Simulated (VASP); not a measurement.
A run of VASP 6.6.1 is set up as follows.

Contents of INCAR:

```
SYSTEM = PbSe
ALGO     = Normal         ! electronic algorithm
EDIFF    = 1E-6           ! SCF threshold, eV
ENCUT    = 520            ! plane-wave cutoff, eV
GGA      = PE             ! functional
ISIF     = 2              ! what is computed and relaxed
ISMEAR   = 0              ! smearing method
LASPH    = .True.         ! aspherical terms in the spheres
LCHARG   = .True.         ! write CHGCAR
LELF     = .True.         ! ELF
LREAL    = .False.        ! projectors in reciprocal space
LVHAR    = .True.       
LWAVE    = .False.        ! write WAVECAR
NBANDS   = 17             ! bands
NELM     = 80             ! most SCF steps
PREC     = Accurate       ! precision mode
SIGMA    = 0.02           ! smearing width, eV
```

File KPOINTS:

```
k-points
0
Gamma
  12 12 12
  0 0 0
```

File POSCAR:

```
PbSe
1.0
    2.1985111129      1.2693109829      3.5936480445
   -2.1985111129      1.2693109829      3.5936480445
    0.0000000000     -2.5386219657      3.5936480445
Pb Se
1 1
Direct
    0.0023247496      0.0023247496      0.0023247496
    0.4976752504      0.4976752504      0.4976752504
```

Potentials or basis: VASP PAW PBE potentials, release 64 (Pb_d, Se).

Launch:

```sh
$ cat potpaw_PBE.64/Pb_d/POTCAR potpaw_PBE.64/Se/POTCAR > POTCAR
$ mpirun -np 1 vasp_std > vasp.out
```

(1) Estimate the pressure.

(2) Predict the band gap on the k mesh.

(3) What does it give for the largest force?

## Answers

(1) 0.0 GPa.

(2) 0.45 eV.

(3) 0.011 eV/Å.

Caveat: spin-orbit coupling is left out, which moves the levels of the heavy elements.
